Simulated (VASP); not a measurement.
Input of a VASP 6.6.1 run:

Contents of INCAR:

```
SYSTEM = ZrTa3N4
ALGO = Normal
EDIFF = 1E-6
EDIFFG = -0.01
ENCUT = 600
GGA = PE
IBRION = 2
ISIF = 3
ISMEAR = 0
LASPH = .TRUE.
LCHARG = .FALSE.
LREAL = .FALSE.
LWAVE = .FALSE.
NELM = 80
NSW = 100
PREC = Accurate
SIGMA = 0.1
```

KPOINTS

```
k-points
0
G
  12 12 4
  0 0 0
```

Contents of POSCAR:

```
ZrTa3N4
1.0
    2.9871538659      0.0000000000      0.0000000000
   -1.4935769330      2.5869511329      0.0000000000
    0.0000000000      0.0000000000     11.6526037043
Zr Ta N
1 3 4
Direct
    0.0000000000      0.0000000000      0.0000000000
    0.0000000000      0.0000000000      0.5000000000
    0.0000000000      0.0000000000      0.7482380788
    0.0000000000      0.0000000000      0.2517619212
    0.3333333333      0.6666666667      0.6229012406
    0.3333333333      0.6666666667      0.3770987594
    0.3333333333      0.6666666667      0.8660725999
    0.3333333333      0.6666666667      0.1339274001
```

Potentials or basis: VASP PAW PBE potentials, release 64 (Zr_sv, Ta_pv, N).

Run with:

```sh
$ cat potpaw_PBE.64/Zr_sv/POTCAR potpaw_PBE.64/Ta_pv/POTCAR potpaw_PBE.64/N/POTCAR > POTCAR
$ mpirun -np 1 vasp_std > vasp.out
```

(1) Predict the band gap on the k mesh.

(2) Estimate the relaxed volume.

(3) What does it give for the space group after relaxing (to 0.1 Å)?

(4) Estimate the relaxed cell.

Answers

(1) zero (an odd number of electrons rules out a gap without spin polarisation).

(2) 11.26 Å³/atom.

(3) P-6m2 (No. 187).

(4) a = 2.989 Å, b = 2.989 Å, c = 11.643 Å, α = 90.00°, β = 90.00°, γ = 120.00°.

Caveat: spin-orbit coupling is left out, which moves the levels of the heavy elements.
